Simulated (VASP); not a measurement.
# TiAl (P4/mmm) in VASP: a series of runs, part 2 of 2

VASP 6.6.1. The steps go on from the part before.

## 6. Single point, LDA

This run uses another cell than the first one, of 15.25 Å³/atom.

File INCAR:

```
SYSTEM = TiAl
PREC = Accurate
ENCUT = 500
EDIFF = 1E-6
ISMEAR = 0
SIGMA = 0.15
LREAL = .FALSE.
LASPH = .TRUE.
NELM = 120
ALGO = Normal
ISIF = 2
LWAVE = .FALSE.
LCHARG = .FALSE.
NBANDS = 14
GGA_COMPAT = .FALSE.
```

File KPOINTS:

```
Automatic mesh
0
G
  16 16 16
  0 0 0
```

File POSCAR:

```
TiAl
1.0
    2.7437913690      0.0000000000      0.0000000000
    0.0000000000      2.7437913690      0.0000000000
    0.0000000000      0.0000000000      4.0501104398
Ti Al
1 1
Direct
    0.0000000000      0.0000000000      0.0000000000
    0.5000000000      0.5000000000      0.5000000000
```

Potentials or basis: VASP PAW LDA potentials, release 64 (Ti_sv, Al).

On the command line:

```bash
$ cat potpaw_LDA.64/Ti_sv/POTCAR potpaw_LDA.64/Al/POTCAR > POTCAR
$ mpirun -np 1 vasp_std > vasp.out
```

OUTCAR:

```text
SYSTEM = TiAl
   PREC = Accurate
   ENCUT = 500
   EDIFF = 1E-6
   ISMEAR = 0
   LREAL = .FALSE.
   LASPH = .TRUE.
   NELM = 120
   ISIF = 2

 ion  position               nearest neighbor table
   1  0.000  0.000  0.000-   2 2.80   2 2.80   2 2.80   2 2.80   2 2.80   2 2.80   2 2.80   2 2.80

   2  0.500  0.500  0.500-   1 2.80   1 2.80   1 2.80   1 2.80   1 2.80   1 2.80   1 2.80   1 2.80

  LATTYP: Found a simple tetragonal cell.
 ALAT       =     2.7437913690
 C/A-ratio  =     1.4761000000

  Lattice vectors:

 A1 = (   2.7437913690,   0.0000000000,   0.0000000000)
 A2 = (   0.0000000000,   2.7437913690,   0.0000000000)
 A3 = (   0.0000000000,   0.0000000000,   4.0501104398)

Analysis of symmetry for initial positions (statically):
=====================================================================
 Subroutine PRICEL returns:
 Original cell was already a primitive cell.

 Routine SETGRP: Setting up the symmetry group for a
 simple tetragonal supercell.

 Subroutine GETGRP returns: Found 16 space group operations
 (whereof 16 operations were pure point group operations)
 out of a pool of 16 trial point group operations.

The static configuration has the point symmetry D_4h.

Analysis of symmetry for dynamics (positions and initial velocities):
=====================================================================
 Subroutine PRICEL returns:
 Original cell was already a primitive cell.

 Routine SETGRP: Setting up the symmetry group for a
 simple tetragonal supercell.

 Subroutine GETGRP returns: Found 16 space group operations
 (whereof 16 operations were pure point group operations)
 out of a pool of 16 trial point group operations.

The dynamic configuration has the point symmetry D_4h.

 Subroutine INISYM returns: Found 16 space group operations
 (whereof 16 operations are pure point group operations),
 and found     1 'primitive' translations

----------------------------------------------------------------------------------------

                                     Primitive cell

  volume of cell :      30.4908

  direct lattice vectors                    reciprocal lattice vectors
     2.743791369  0.000000000  0.000000000     0.364459197  0.000000000  0.000000000
     0.000000000  2.743791369  0.000000000     0.000000000  0.364459197  0.000000000
     0.000000000  0.000000000  4.050110440     0.000000000  0.000000000  0.246906847

  length of vectors
     2.743791369  2.743791369  4.050110440     0.364459197  0.364459197  0.246906847

  position of ions in fractional coordinates (direct lattice)
     0.000000000  0.000000000  0.000000000
     0.500000000  0.500000000  0.500000000

  ion indices of the primitive-cell ions
   primitive index   ion index
                 1           1
                 2           2

----------------------------------------------------------------------------------------

 KPOINTS: Automatic mesh

Automatic generation of k-mesh.
 Grid dimensions read from file:
 generate k-points for:   16   16   16

 Generating k-lattice:

  Cartesian coordinates                     Fractional coordinates (reciprocal lattice)
     0.022778700  0.000000000  0.000000000     0.062500000  0.000000000  0.000000000
     0.000000000  0.022778700  0.000000000     0.000000000  0.062500000  0.000000000
     0.000000000  0.000000000  0.015431678     0.000000000  0.000000000  0.062500000

  Length of vectors
     0.022778700  0.022778700  0.015431678

  Shift w.r.t. Gamma in fractional coordinates (k-lattice)
     0.000000000  0.000000000  0.000000000

 Subroutine IBZKPT returns following result:
 ===========================================

 Found    405 irreducible k-points:

 Following reciprocal coordinates:
            Coordinates               Weight
  0.000000  0.000000  0.000000      1.000000
  0.062500  0.000000  0.000000      4.000000
  0.125000  0.000000  0.000000      4.000000
  0.187500  0.000000  0.000000      4.000000
  0.250000  0.000000  0.000000      4.000000
  0.312500  0.000000  0.000000      4.000000
[... 16 lines left out ...]
  0.437500  0.125000  0.000000      8.000000
  0.500000  0.125000  0.000000      4.000000
 [... further k-points ...]
   k-points           NKPTS =    405   k-points in BZ     NKDIM =    405   number of bands    NBANDS=     14
   number of dos      NEDOS =    301   number of ions     NIONS =      2
   total plane-waves  NPLWV =  12000
   dimension x,y,z NGX =    20 NGY =   20 NGZ =   30
   dimension x,y,z NGXF=    40 NGYF=   40 NGZF=   60
   ions per type =               1   1
   NGX,Y,Z   is equivalent  to a cutoff of  12.12, 12.12, 12.31 a.u.
   NGXF,Y,Z  is equivalent  to a cutoff of  24.24, 24.24, 24.63 a.u.
 SYSTEM =  TiAl
   PREC   = accura    normal or accurate (medium, high low for compatibility)
   ISTART =      0    job   : 0-new  1-cont  2-samecut
   ICHARG =      2    charge: 1-file 2-atom 10-const
   ISPIN  =      1    spin polarized calculation?
   LNONCOLLINEAR =      F non collinear calculations
   LSORBIT =      F    spin-orbit coupling
   LASPH  =      T    aspherical Exc in radial PAW
   ENCUT  =  500.0 eV  36.75 Ry    6.06 a.u.   5.00  5.00  7.38*2*pi/ulx,y,z
   NELM   =    120;   NELMIN=  2; NELMDL= -5     # of ELM steps
   EDIFF  = 0.1E-05   stopping-criterion for ELM
   LREAL  =      F    real-space projection
   EDIFFG = 0.1E-04   stopping-criterion for IOM
   NSW    =      0    number of steps for IOM
   IBRION =     -1    ionic relax: 0-MD 1-quasi-New 2-CG
   NFREE  =      0    steps in history (QN), initial steepest desc. (CG)
   ISIF   =      2    stress and relaxation
   ISYM   =      2    0-nonsym 1-usesym 2-fastsym
   POTIM  = 0.5000    time-step for ionic-motion
   TEBEG  =    0.0;   TEEND  =   0.0 temperature during run
   PSTRESS=    0.0 pullay stress
   NELECT =      15.0000    total number of electrons
   NUPDOWN=      -1.0000    fix difference up-down
   EMIN   =  10.00;   EMAX   =-10.00  energy-range for DOS
   EFERMI =   0.00;   METHOD = LEGACY
   ISMEAR =     0;   SIGMA  =   0.15  broadening in eV -4-tet -1-fermi 0-gaus
   EFERMI_NEDOS =   21; number of points for ismear=-14 and -15
   IALGO  =     38    algorithm
   IMIX   =      4    mixing-type and parameters
     AMIX     =   0.40;   BMIX     =  1.00
     AMIX_MAG =   1.60;   BMIX_MAG =  1.00
  volume/ion in A,a.u.               =      15.25       102.88
  Fermi-wavevector in a.u.,A,eV,Ry     =   1.292356  2.442199 22.724241  1.670185
  Thomas-Fermi vector in A             =   2.424069
   LORBIT       =      0    0 simple, 1 ext, 2 COOP (PROOUT), +10 PAW based schemes
   GGA     = CA    functional components
   LHFCALC =     F    Hartree Fock is set to
   AEXX    =    0.0000 exact exchange contribution
   IVDW    =     0    specifies the selected vdW correction
   LEPSILON=     F    determine dielectric tensor
   LRPA    =     F    only Hartree local field effects (RPA)
 non-spin polarized calculation
 Gauss-broadening in eV      SIGMA  =   0.15
  energy-cutoff  :      500.00
  volume of cell :       30.49
 maximum number of plane-waves:       808
   NGX = 11   NGY = 11   NGZ = 15

 number of electron      15.0000009 magnetization

 Free energy of the ion-electron system (eV)
  ---------------------------------------------------
  ext. energy  EPLUGINS =         0.00000000
  ---------------------------------------------------
  free energy    TOTEN  =       -13.59332448 eV

  energy without entropy =      -13.57283171  energy(sigma->0) =      -13.58307810

 E-fermi :   8.7413     XC(G=0): -11.5353

 val. band max:        8.7405757271   @ k =   0.5000   0.4375   0.1875
 cond. band min:       8.7468934091   @ k =   0.3750   0.1250   0.5000
 fundamental gap:      0.0063176820
 Fermi energy:         8.7412735380

 k-point     1 :       0.0000    0.0000    0.0000
  band No.  band energies     occupation
      1     -47.0546      2.00000
      2     -23.8378      2.00000
      3     -23.3211      2.00000
      4     -23.3211      2.00000
      5      -0.5394      2.00000
      6       6.6991      2.00000
      7       7.8080      2.00000
      8       8.2682      1.99999
      9      11.0870      0.00000
     10      11.0870      0.00000
     11      12.3116      0.00000
     12      15.0926      0.00000
     13      17.7963      0.00000
     14      17.7963      0.00000
[... 375 lines left out ...]
 k-point    24 :       0.5000    0.1250    0.0000
  band No.  band energies     occupation
      1     -46.9574      2.00000
      2     -23.9445      2.00000
      3     -23.7464      2.00000
      4     -23.3544      2.00000
      5       4.4164      2.00000
      6       4.4429      2.00000
      7       7.0068      2.00000
      8       8.8212      0.45130
      9       9.9734      0.00000
     10      10.6597      0.00000
     11      13.3914      0.00000
     12      14.9706      0.00000
     13      15.0411      0.00000
     14      16.9922      0.00000

 [... further k-points ...]
[... 5 lines left out ...]
  --------------------------------------------------------------------------------------
  -------------------------------------------------------------------------------------
  Total        0.2283095      0.2283095     -0.1106518      0.0000000     -0.0000000      0.0000000
  in kB       11.9968044     11.9968044     -5.8143345      0.0000000     -0.0000000      0.0000000
  external PRESSURE =       6.0597581 kB  Pullay stress =       0.0000000 kB

 VOLUME and BASIS-vectors are now :
 -----------------------------------------------------------------------------
  energy-cutoff  :      500.00
  volume of cell :       30.49
      direct lattice vectors                 reciprocal lattice vectors
     2.743791369  0.000000000  0.000000000     0.364459197  0.000000000  0.000000000
     0.000000000  2.743791369  0.000000000     0.000000000  0.364459197  0.000000000
     0.000000000  0.000000000  4.050110440     0.000000000  0.000000000  0.246906847

 POSITION                                       TOTAL-FORCE (eV/Angst)
 -----------------------------------------------------------------------------------
      0.00000      0.00000      0.00000         0.000000      0.000000      0.000000
      1.37190      1.37190      2.02506         0.000000      0.000000      0.000000
 -----------------------------------------------------------------------------------
    total drift:                               -0.000000      0.000000     -0.000000

  FREE ENERGIE OF THE ION-ELECTRON SYSTEM (eV)
  ---------------------------------------------------
  free  energy   TOTEN  =       -13.5933244765 eV

  energy  without entropy=      -13.5728317140  energy(sigma->0) =      -13.58307810
```

OSZICAR:

```text
N       E                     dE             d eps       ncg     rms          rms(c)
DAV:   1     0.986460164114E+02    0.98646E+02   -0.70037E+03 11352   0.107E+03
DAV:   2    -0.955226632007E+01   -0.10820E+03   -0.10380E+03 11832   0.299E+02
DAV:   3    -0.149358749919E+02   -0.53836E+01   -0.52633E+01 17012   0.643E+01
DAV:   4    -0.150791209221E+02   -0.14325E+00   -0.14256E+00 13014   0.915E+00
DAV:   5    -0.150844306837E+02   -0.53098E-02   -0.53074E-02 16462   0.160E+00    0.100E+01
DAV:   6    -0.137731665102E+02    0.13113E+01   -0.49841E+00 13242   0.293E+01    0.336E+00
DAV:   7    -0.136135683053E+02    0.15960E+00   -0.55169E-01 12554   0.920E+00    0.213E+00
DAV:   8    -0.135961266257E+02    0.17442E-01   -0.10393E-01 14116   0.341E+00    0.618E-01
DAV:   9    -0.135944637889E+02    0.16628E-02   -0.27462E-02 12804   0.243E+00    0.369E-01
DAV:  10    -0.135933470499E+02    0.11167E-02   -0.26418E-03 13538   0.660E-01    0.833E-02
DAV:  11    -0.135933328275E+02    0.14222E-04   -0.69712E-04 15202   0.278E-01    0.492E-02
DAV:  12    -0.135933258745E+02    0.69530E-05   -0.39747E-05 12564   0.759E-02    0.166E-02
DAV:  13    -0.135933245679E+02    0.13065E-05   -0.27331E-06 13106   0.177E-02    0.311E-03
DAV:  14    -0.135933244765E+02    0.91426E-07   -0.24515E-07  6402   0.681E-03
   1 F= -.13593324E+02 E0= -.13583078E+02  d E =-.204928E-01
```

Wall time 1.8 min (1 thread of AMD EPYC 7R43 (Zen 3), shared host); peak memory 0.22 GiB.

What came out:

```
Free energy            : -13.5933 eV
Pressure               : 0.6 GPa
Band gap on the k mesh : zero (an odd number of electrons rules out a gap without spin polarisation)
```

Stress tensor (GPa, compression positive):
```
 1.20  0.00  0.00
 0.00  1.20  0.00
 0.00  0.00 -0.58
```

Levels at points of the mesh, in eV from the Fermi level:
```tsv
k point	band 5	band 6	band 7	band 8	band 9	band 10	band 11	band 12
(0.00, 0.00, 0.00)	-9.28	-2.04	-0.93	-0.47	2.35	2.35	3.57	6.35
(0.50, 0.00, 0.00)	-4.64	-4.47	-1.92	-0.30	1.84	2.75	4.72	5.16
(0.50, 0.50, 0.00)	-3.31	-0.40	-0.31	-0.31	-0.29	-0.29	4.68	5.41
(0.00, 0.00, 0.50)	-7.80	-5.36	-0.77	0.47	2.01	2.01	3.58	8.22
(0.50, 0.00, 0.50)	-5.05	-3.02	-1.20	-0.95	1.32	1.89	2.53	3.96
(0.50, 0.50, 0.50)	-2.72	-2.33	-2.33	2.17	2.23	2.80	4.59	4.59
```

## 7. Summary

| cell | cutoff (eV) | gap on the mesh (eV) | pressure (GPa) |
| --- | --- | --- | --- |
| a = 2.930, b = 2.930, c = 3.870 Å, 2 atoms | 520 | none | -8.9 |
| a = 3.337, b = 3.337, c = 2.985 Å, 2 atoms | 520 | none | -8.5 |
| a = 2.985, b = 2.985, c = 3.729 Å, 2 atoms | 520 | none | -8.9 |
| a = 3.098, b = 3.098, c = 3.463 Å, 2 atoms | 520 | none | -8.8 |
| a = 2.744, b = 2.744, c = 4.050 Å, 2 atoms | 500 | none | 0.6 |

Alike in all rows: task single point; level LDA; potentials or basis VASP PAW LDA potentials, release 64 (Ti_sv, Al); no spin polarisation; k mesh 16 × 16 × 16; smearing gaussian 0.15 eV.

Caveats: the cell stands under tension (at least some runs).

Absolute energies hang on the potentials; compare differences alone.
